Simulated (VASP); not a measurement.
# GaN (F-43m) in VASP: further runs

GaN is run at these levels: PBE-based screened hybrid, PBEsol, PBEsol+D4, PBEsol+D3(BJ); tasks: single point.

Everything below comes from runs of VASP 6.6.1. Logs are shortened: lines on timing, memory, paths and dates and some standing lists are left out, and cuts for length are marked.

## 1. The cell of the first run

It takes space group F-43m (No. 216, cubic). The conventional cell has a = 4.498 Å, b = 4.498 Å, c = 4.498 Å, α = 90.00°, β = 90.00°, γ = 90.00°. Within 2.6 Å of Ga (site symmetry -43m) lie 4 N at 1.95 Å. N (site symmetry -43m) has 4 Ga at 1.95 Å within 2.6 Å.

## 2. Single point, PBE-based screened hybrid

File POSCAR:

```
GaN
1.0
    0.0000000000      2.2489525415      2.2489525415
    2.2489525415      0.0000000000      2.2489525415
    2.2489525415      2.2489525415      0.0000000000
Ga N
1 1
Direct
    0.0000000000      0.0000000000      0.0000000000
    0.2500000000      0.2500000000      0.2500000000
```

File INCAR.step1:

```
PREC = Accurate
ENCUT = 520
EDIFF = 1E-5
ISMEAR = 0
SIGMA = 0.01
LREAL = False
LASPH = True
NELM = 60
ALGO = Normal
ISIF = 2
LWAVE = True
LCHARG = False
NBANDS = 16
GGA = PE
```

File INCAR.step2:

```
PREC = Accurate
ENCUT = 520
EDIFF = 1E-6
ISMEAR = 0
SIGMA = 0.01
LREAL = False
LASPH = True
NELM = 60
ALGO = Normal
ISIF = 2
LWAVE = False
LCHARG = False
GGA = PE
LHFCALC = True
AEXX = 0.75
HFSCREEN = 0.5
PRECFOCK = Normal
NBANDS = 16
ISTART = 1
```

File KPOINTS:

```
regular mesh
0
Gamma
  4 4 4
```

Potentials or basis: VASP PAW PBE potentials, release 64 (Ga_d, N).

On the command line:

```
$ cat potpaw_PBE.64/Ga_d/POTCAR potpaw_PBE.64/N/POTCAR > POTCAR
$ cp INCAR.step1 INCAR
$ mpirun -np 1 vasp_std > vasp.out
$ cp INCAR.step2 INCAR
$ mpirun -np 1 vasp_std > vasp.out
```

OUTCAR:

```text
PREC = Accurate
   ENCUT = 520
   EDIFF = 1E-6
   ISMEAR = 0
   LREAL = False
   LASPH = True
   NELM = 60
   ISIF = 2
   GGA = PE
   LHFCALC = True
   AEXX = 0.75
   HFSCREEN = 0.5
   PRECFOCK = Normal
   ISTART = 1

 ion  position               nearest neighbor table
   1  0.000  0.000  0.000-   2 1.95   2 1.95   2 1.95   2 1.95
   2  0.250  0.250  0.250-   1 1.95   1 1.95   1 1.95   1 1.95

  LATTYP: Found a face centered cubic cell.
 ALAT       =     4.4979050830

  Lattice vectors:

 A1 = (   0.0000000000,   2.2489525415,   2.2489525415)
 A2 = (   2.2489525415,   0.0000000000,   2.2489525415)
 A3 = (   2.2489525415,   2.2489525415,   0.0000000000)

Analysis of symmetry for initial positions (statically):
=====================================================================
 Subroutine PRICEL returns:
 Original cell was already a primitive cell.

 Routine SETGRP: Setting up the symmetry group for a
 face centered cubic supercell.

 Subroutine GETGRP returns: Found 24 space group operations
 (whereof 24 operations were pure point group operations)
 out of a pool of 48 trial point group operations.

The static configuration has the point symmetry T_d .

Analysis of symmetry for dynamics (positions and initial velocities):
=====================================================================
 Subroutine PRICEL returns:
 Original cell was already a primitive cell.

 Routine SETGRP: Setting up the symmetry group for a
 face centered cubic supercell.

 Subroutine GETGRP returns: Found 24 space group operations
 (whereof 24 operations were pure point group operations)
 out of a pool of 48 trial point group operations.

The dynamic configuration has the point symmetry T_d .

 Subroutine INISYM returns: Found 24 space group operations
 (whereof 24 operations are pure point group operations),
 and found     1 'primitive' translations

----------------------------------------------------------------------------------------

                                     Primitive cell

  volume of cell :      22.7494

  direct lattice vectors                    reciprocal lattice vectors
     0.000000000  2.248952542  2.248952542    -0.222325723  0.222325723  0.222325723
     2.248952542  0.000000000  2.248952542     0.222325723 -0.222325723  0.222325723
     2.248952542  2.248952542  0.000000000     0.222325723  0.222325723 -0.222325723

  length of vectors
     3.180499185  3.180499185  3.180499185     0.385079448  0.385079448  0.385079448

  position of ions in fractional coordinates (direct lattice)
     0.000000000  0.000000000  0.000000000
     0.250000000  0.250000000  0.250000000

  ion indices of the primitive-cell ions
   primitive index   ion index
                 1           1
                 2           2

----------------------------------------------------------------------------------------

 KPOINTS: regular mesh

Automatic generation of k-mesh.
 Grid dimensions read from file:
 generate k-points for:    4    4    4

 Generating k-lattice:

  Cartesian coordinates                     Fractional coordinates (reciprocal lattice)
    -0.055581431  0.055581431  0.055581431     0.250000000  0.000000000  0.000000000
     0.055581431 -0.055581431  0.055581431     0.000000000  0.250000000  0.000000000
     0.055581431  0.055581431 -0.055581431     0.000000000  0.000000000  0.250000000

  Length of vectors
     0.096269862  0.096269862  0.096269862

  Shift w.r.t. Gamma in fractional coordinates (k-lattice)
     0.000000000  0.000000000  0.000000000

 Subroutine IBZKPT returns following result:
 ===========================================

 Found      8 irreducible k-points:

 Following reciprocal coordinates:
            Coordinates               Weight
  0.000000  0.000000  0.000000      1.000000
  0.250000  0.000000  0.000000      8.000000
  0.500000  0.000000  0.000000      4.000000
  0.250000  0.250000  0.000000      6.000000
  0.500000  0.250000  0.000000     24.000000
 -0.250000  0.250000  0.000000     12.000000
  0.500000  0.500000  0.000000      3.000000
 -0.250000  0.500000  0.250000      6.000000
   k-points           NKPTS =      8   k-points in BZ     NKDIM =     64   number of bands    NBANDS=     16
   number of dos      NEDOS =    301   number of ions     NIONS =      2
   total plane-waves  NPLWV =  13824
   dimension x,y,z NGX =    24 NGY =   24 NGZ =   24
   dimension x,y,z NGXF=    48 NGYF=   48 NGZF=   48
   ions per type =               1   1
   NGX,Y,Z   is equivalent  to a cutoff of  12.54, 12.54, 12.54 a.u.
   NGXF,Y,Z  is equivalent  to a cutoff of  25.09, 25.09, 25.09 a.u.
 SYSTEM =  unknown system
   PREC   = accura    normal or accurate (medium, high low for compatibility)
   ISTART =      1    job   : 0-new  1-cont  2-samecut
   ICHARG =      0    charge: 1-file 2-atom 10-const
   ISPIN  =      1    spin polarized calculation?
   LNONCOLLINEAR =      F non collinear calculations
   LSORBIT =      F    spin-orbit coupling
   LASPH  =      T    aspherical Exc in radial PAW
   ENCUT  =  520.0 eV  38.22 Ry    6.18 a.u.   5.91  5.91  5.91*2*pi/ulx,y,z
   NELM   =     60;   NELMIN=  2; NELMDL=  0     # of ELM steps
   EDIFF  = 0.1E-05   stopping-criterion for ELM
   LREAL  =      F    real-space projection
   EDIFFG = 0.1E-04   stopping-criterion for IOM
   NSW    =      0    number of steps for IOM
   IBRION =     -1    ionic relax: 0-MD 1-quasi-New 2-CG
   NFREE  =      0    steps in history (QN), initial steepest desc. (CG)
   ISIF   =      2    stress and relaxation
   ISYM   =      3    0-nonsym 1-usesym 2-fastsym
   POTIM  = 0.5000    time-step for ionic-motion
   TEBEG  =    0.0;   TEEND  =   0.0 temperature during run
   PSTRESS=    0.0 pullay stress
   NELECT =      18.0000    total number of electrons
   NUPDOWN=      -1.0000    fix difference up-down
   EMIN   =  10.00;   EMAX   =-10.00  energy-range for DOS
   EFERMI =   0.00;   METHOD = LEGACY
   ISMEAR =     0;   SIGMA  =   0.01  broadening in eV -4-tet -1-fermi 0-gaus
   EFERMI_NEDOS =   21; number of points for ismear=-14 and -15
   IALGO  =     38    algorithm
   IMIX   =      1    mixing-type and parameters
     AMIX     =   0.40;   BMIX     =  1.00
     AMIX_MAG =   1.60;   BMIX_MAG =  1.00
  volume/ion in A,a.u.               =      11.37        76.76
  Fermi-wavevector in a.u.,A,eV,Ry     =   1.514173  2.861371 31.194330  2.292719
  Thomas-Fermi vector in A             =   2.623866
   LORBIT       =      0    0 simple, 1 ext, 2 COOP (PROOUT), +10 PAW based schemes
   GGA     = PE    functional components
   LHFCALC =     T    Hartree Fock is set to
   PRECFOCK=normal    Normal, Fast or Accurate (Low or Medium for compatibility)
   ENCUT4O =  -1.0   cutoff for four orbital integrals eV
   NKREDX  =     1    reduce k-point grid by
   NKREDY  =     1    reduce k-point grid by
   NKREDZ  =     1    reduce k-point grid by
   AEXX    =    0.7500 exact exchange contribution
   HFSCREEN=    0.5000 screening length (either q_TF or 0.3 A-1)
   HFSCREENC=   0.5000 screening length for correlation (either q_TF or 0.3 A-1)
   ENCUTFOCK=  -1.0 apply spherical cutoff to Coloumb kernel
   IVDW    =     0    specifies the selected vdW correction
   LEPSILON=     F    determine dielectric tensor
   LRPA    =     F    only Hartree local field effects (RPA)
 non-spin polarized calculation
 Gauss-broadening in eV      SIGMA  =   0.01
  energy-cutoff  :      520.00
  volume of cell :       22.75
 maximum number of plane-waves:       620
  NGX = 18; NGY = 18; NGZ = 18

 number of electron      18.0000009 magnetization

 Free energy of the ion-electron system (eV)
  ---------------------------------------------------
  ext. energy  EPLUGINS =         0.00000000
  ---------------------------------------------------
  free energy    TOTEN  =       -17.28418469 eV

  energy without entropy =      -17.28418469  energy(sigma->0) =      -17.28418469

 E-fermi :   3.8854     XC(G=0):  -6.6605

 val. band max:        3.8288500389   @ k =   0.0000   0.0000   0.0000
 cond. band min:       7.8589565059   @ k =   0.0000   0.0000   0.0000
 fundamental gap:      4.0301064670
 Fermi energy:         3.8854302028

 k-point     1 :       0.0000    0.0000    0.0000
  band No.  band energies     occupation
      1     -15.6882      2.00000
      2     -15.4139      2.00000
      3     -15.4139      2.00000
      4     -15.4139      2.00000
      5     -15.1005      2.00000
      6     -15.1005      2.00000
      7       3.8288      2.00000
      8       3.8288      2.00000
      9       3.8289      2.00000
     10       7.8590      0.00000
     11      17.0754      0.00000
     12      17.0754      0.00000
     13      17.0754      0.00000
     14      24.8535      0.00000
     15      25.6252      0.00000
     16      25.6252      0.00000

 k-point     2 :       0.2500    0.0000    0.0000
  band No.  band energies     occupation
      1     -16.0359      2.00000
      2     -15.3600      2.00000
      3     -15.3600      2.00000
      4     -15.0979      2.00000
      5     -15.0979      2.00000
      6     -14.0167      2.00000
      7      -0.4482      2.00000
      8       3.2471      2.00000
      9       3.2471      2.00000
     10      10.4127      0.00000
     11      15.5668      0.00000
     12      17.5603      0.00000
     13      17.5603      0.00000
     14      22.7063      0.00000
     15      23.4884      0.00000
     16      23.4884      0.00000

 k-point     3 :       0.5000    0.0000    0.0000
  band No.  band energies     occupation
      1     -16.1808      2.00000
      2     -15.3283      2.00000
      3     -15.3283      2.00000
      4     -15.0716      2.00000
      5     -15.0716      2.00000
      6     -12.2719      2.00000
      7      -3.9761      2.00000
      8       2.7437      2.00000
      9       2.7437      2.00000
     10      11.1142      0.00000
     11      15.5418      0.00000
     12      16.9077      0.00000
     13      16.9077      0.00000
     14      22.7025      0.00000
     15      27.2737      0.00000
     16      27.2737      0.00000

 k-point     4 :       0.2500    0.2500    0.0000
  band No.  band energies     occupation
      1     -16.0767      2.00000
      2     -15.2942      2.00000
      3     -15.2942      2.00000
      4     -15.1779      2.00000
      5     -15.0687      2.00000
      6     -13.6831      2.00000
      7       0.0478      2.00000
      8       2.1517      2.00000
      9       2.1517      2.00000
     10      10.7075      0.00000
     11      14.1735      0.00000
     12      17.8731      0.00000
     13      19.1922      0.00000
     14      19.1922      0.00000
     15      28.3078      0.00000
     16      29.8762      0.00000

 k-point     5 :       0.5000    0.2500    0.0000
  band No.  band energies     occupation
      1     -16.1806      2.00000
      2     -15.2852      2.00000
      3     -15.2405      2.00000
      4     -15.1599      2.00000
      5     -15.0618      2.00000
      6     -11.9564      2.00000
      7      -2.7630      2.00000
      8       0.3871      2.00000
      9       1.6819      2.00000
     10      11.4242      0.00000
     11      14.6090      0.00000
     12      17.1605      0.00000
     13      19.2764      0.00000
     14      21.5750      0.00000
     15      28.6736      0.00000
     16      28.9501      0.00000

 k-point     6 :      -0.2500    0.2500    0.0000
  band No.  band energies     occupation
      1     -16.1428      2.00000
      2     -15.3155      2.00000
      3     -15.2874      2.00000
      4     -15.1124      2.00000
      5     -15.1026      2.00000
      6     -12.5016      2.00000
      7      -2.0907      2.00000
      8       0.2077      2.00000
      9       2.6799      2.00000
     10      13.2815      0.00000
     11      13.7688      0.00000
     12      16.3416      0.00000
     13      18.3687      0.00000
     14      22.9439      0.00000
     15      24.8829      0.00000
     16      28.9845      0.00000

 k-point     7 :       0.5000    0.5000    0.0000
  band No.  band energies     occupation
      1     -16.2286      2.00000
      2     -15.2575      2.00000
      3     -15.1637      2.00000
      4     -15.1637      2.00000
      5     -15.0369      2.00000
      6     -11.5291      2.00000
      7      -2.9899      2.00000
      8       0.7849      2.00000
      9       0.7849      2.00000
     10       9.0046      0.00000
     11      13.1489      0.00000
     12      19.1057      0.00000
     13      21.7510      0.00000
     14      21.7510      0.00000
     15      29.5141      0.00000
     16      31.8246      0.00000

 k-point     8 :      -0.2500    0.5000    0.2500
  band No.  band energies     occupation
      1     -16.1957      2.00000
      2     -15.2684      2.00000
      3     -15.2300      2.00000
      4     -15.1323      2.00000
      5     -15.0857      2.00000
      6     -11.3337      2.00000
      7      -2.3501      2.00000
      8      -0.4263      2.00000
      9      -0.1127      2.00000
     10      12.2031      0.00000
     11      15.8749      0.00000
     12      17.0979      0.00000
     13      17.5980      0.00000
     14      23.0703      0.00000
     15      26.3600      0.00000
     16      31.9487      0.00000

------------------------ aborting loop because EDIFF is reached ----------------------------------------

  FORCE on cell =-STRESS in cart. coord.  units (eV):
  Direction    XX          YY          ZZ          XY          YZ          ZX
  --------------------------------------------------------------------------------------
  -------------------------------------------------------------------------------------
  Total       -0.9770968     -0.9770968     -0.9770968      0.0000000      0.0000000      0.0000000
  in kB      -68.8140777    -68.8140777    -68.8140777      0.0000000      0.0000000      0.0000000
  external PRESSURE =     -68.8140777 kB  Pullay stress =       0.0000000 kB

 VOLUME and BASIS-vectors are now :
 -----------------------------------------------------------------------------
  energy-cutoff  :      520.00
  volume of cell :       22.75
      direct lattice vectors                 reciprocal lattice vectors
     0.000000000  2.248952542  2.248952542    -0.222325723  0.222325723  0.222325723
     2.248952542  0.000000000  2.248952542     0.222325723 -0.222325723  0.222325723
     2.248952542  2.248952542  0.000000000     0.222325723  0.222325723 -0.222325723

 POSITION                                       TOTAL-FORCE (eV/Angst)
 -----------------------------------------------------------------------------------
      0.00000      0.00000      0.00000        -0.000000     -0.000000     -0.000000
      1.12448      1.12448      1.12448         0.000000      0.000000      0.000000
 -----------------------------------------------------------------------------------
    total drift:                               -0.000066     -0.000089     -0.000051

  FREE ENERGIE OF THE ION-ELECTRON SYSTEM (eV)
  ---------------------------------------------------
  free  energy   TOTEN  =       -17.2841846856 eV

  energy  without entropy=      -17.2841846856  energy(sigma->0) =      -17.28418469
```

Wall time 7.5 min (1 thread of Intel Xeon 8259CL, shared host); peak memory 0.25 GiB.

What came out:

| Quantity | Value |
| --- | --- |
| Free energy | -17.2842 eV |
| Pressure | -6.9 GPa |
| Band gap on the k mesh | 4.03 eV, direct |

Levels at points of the mesh, in eV from the valence-band top:
| k point | band 5 | band 6 | band 7 | band 8 | band 9 | band 10 | band 11 | band 12 | band 13 | band 14 |
| --- | --- | --- | --- | --- | --- | --- | --- | --- | --- | --- |
| (0.00, 0.00, 0.00) | -18.93 | -18.93 | 0.00 | 0.00 | 0.00 | 4.03 | 13.25 | 13.25 | 13.25 | 21.02 |
| (0.50, 0.00, 0.00) | -18.90 | -16.10 | -7.80 | -1.09 | -1.09 | 7.29 | 11.71 | 13.08 | 13.08 | 18.87 |
| (0.50, 0.50, 0.00) | -18.87 | -15.36 | -6.82 | -3.04 | -3.04 | 5.18 | 9.32 | 15.28 | 17.92 | 17.92 |

Caveat: the k points lie up to 0.60 Å⁻¹ apart; the PAW data sets were made with another functional, which shifts forces and pressure a little.

## 3. Single point, PBEsol

File INCAR:

```
SYSTEM = GaN
PREC = Accurate
ENCUT = 600
EDIFF = 1E-6
ISMEAR = -1
SIGMA = 0.05
LREAL = .False.
LASPH = .True.
NELM = 120
ALGO = Normal
ISIF = 2
LWAVE = .False.
LCHARG = .False.
GGA = PS
NBANDS = 16
GGA_COMPAT = .False.
```

File KPOINTS:

```
regular mesh
0
Gamma
  6 6 6
  0 0 0
```

POSCAR is that of step 2.

Potentials or basis: VASP PAW PBE potentials, release 64 (Ga_d, N).

On the command line:

```
$ cat potpaw_PBE.64/Ga_d/POTCAR potpaw_PBE.64/N/POTCAR > POTCAR
$ mpirun -np 1 vasp_std > vasp.out
```

Run time: 24 s. Hardware: 1 thread of AMD EPYC 7R13, shared host; peak memory 0.13 GiB.

Results (log left out):

- Free energy: -13.1195 eV
- Pressure: -0.4 GPa
- Band gap on the k mesh: 1.72 eV, direct

Levels at points of the mesh, in eV from the valence-band top:
| k point | band 6 | band 7 | band 8 | band 9 | band 10 | band 11 | band 12 | band 13 |
| --- | --- | --- | --- | --- | --- | --- | --- | --- |
| (0.00, 0.00, 0.00) | -13.08 | 0.00 | 0.00 | 0.00 | 1.72 | 10.24 | 10.24 | 10.24 |
| (0.50, 0.00, 0.00) | -11.83 | -7.16 | -0.99 | -0.99 | 4.60 | 8.66 | 10.29 | 10.29 |
| (0.50, 0.50, 0.00) | -11.40 | -6.21 | -2.76 | -2.76 | 3.22 | 6.59 | 11.62 | 13.94 |

Caveat: the PAW data sets were made with another functional, which shifts forces and pressure a little.

## 4. Single point, PBEsol

File INCAR:

```
SYSTEM = GaN
  PREC = Accurate
  ENCUT = 600
  EDIFF = 1E-6
  ISMEAR = 0
  SIGMA = 0.001
  LREAL = .FALSE.
  LASPH = .TRUE.
  NELM = 120
  ALGO = Normal
  ISIF = 2
  LWAVE = .FALSE.
  LCHARG = .FALSE.
  GGA = PS
  NBANDS = 16
  GGA_COMPAT = .FALSE.
```

File KPOINTS:

```
regular mesh
0
G
  6 6 6
  0 0 0
```

POSCAR is that of step 3.

On the command line:

```
$ cat potpaw_PBE.64/Ga_d/POTCAR potpaw_PBE.64/N/POTCAR > POTCAR
$ mpirun -np 1 vasp_std > vasp.out
```

Wall time 20 s (1 thread of AMD EPYC 7R13, shared host); peak memory 0.13 GiB.

It converged, with:

| Item | Value |
| --- | --- |
| Free energy | -13.1195 eV |
| Pressure | -0.4 GPa |
| Band gap on the k mesh | 1.72 eV, direct |

Levels at points of the mesh, in eV from the valence-band top:
| k point | band 6 | band 7 | band 8 | band 9 | band 10 | band 11 | band 12 | band 13 |
| --- | --- | --- | --- | --- | --- | --- | --- | --- |
| (0.00, 0.00, 0.00) | -13.08 | 0.00 | 0.00 | 0.00 | 1.72 | 10.24 | 10.24 | 10.24 |
| (0.50, 0.00, 0.00) | -11.83 | -7.16 | -0.99 | -0.99 | 4.60 | 8.66 | 10.29 | 10.29 |
| (0.50, 0.50, 0.00) | -11.40 | -6.21 | -2.76 | -2.76 | 3.22 | 6.59 | 11.62 | 13.94 |

Caveat: the PAW data sets were made with another functional, which shifts forces and pressure a little. A hybrid or GW would open this gap; PBEsol tends to underestimate it.

## 5. Single point, PBEsol+D4

File INCAR:

```
  PREC = Accurate
  ENCUT = 600
  EDIFF = 1E-6
  ISMEAR = 0
  SIGMA = 0.01
  LREAL = False
  LASPH = True
  NELM = 120
  ALGO = Normal
  ISIF = 2
  LWAVE = False
  LCHARG = False
  GGA = PS
  IVDW = 13
  NBANDS = 16
  GGA_COMPAT = False
```

File KPOINTS:

```
regular mesh
0
Gamma
  6 6 6
```

POSCAR is that of step 4.

On the command line:

```
$ cat potpaw_PBE.64/Ga_d/POTCAR potpaw_PBE.64/N/POTCAR > POTCAR
$ mpirun -np 1 vasp_std > vasp.out
```

Wall time 23 s (1 thread of AMD EPYC 7R13, shared host); peak memory 0.13 GiB.

It converged, with:

```yaml
Free_energy: -13.5792 eV
Pressure: -3.6 GPa
Band_gap_on_the_k_mesh: 1.72 eV, direct
Dispersion_energy_per_atom: -0.230 eV
```

Levels at points of the mesh, in eV from the valence-band top:
```tsv
k point	band 5	band 6	band 7	band 8	band 9	band 10	band 11	band 12	band 13	band 14
(0.00, 0.00, 0.00)	-13.08	-13.08	0.00	0.00	0.00	1.72	10.24	10.24	10.24	17.46
(0.50, 0.00, 0.00)	-13.03	-11.83	-7.16	-0.99	-0.99	4.60	8.66	10.29	10.29	15.48
(0.50, 0.50, 0.00)	-13.00	-11.40	-6.21	-2.76	-2.76	3.22	6.59	11.62	13.94	13.94
```

Caveat: the PAW data sets were made with another functional, which shifts forces and pressure a little. PBEsol gaps usually lie below the measured ones, often by a third to a half.

(Continued in part 2 of 2.)
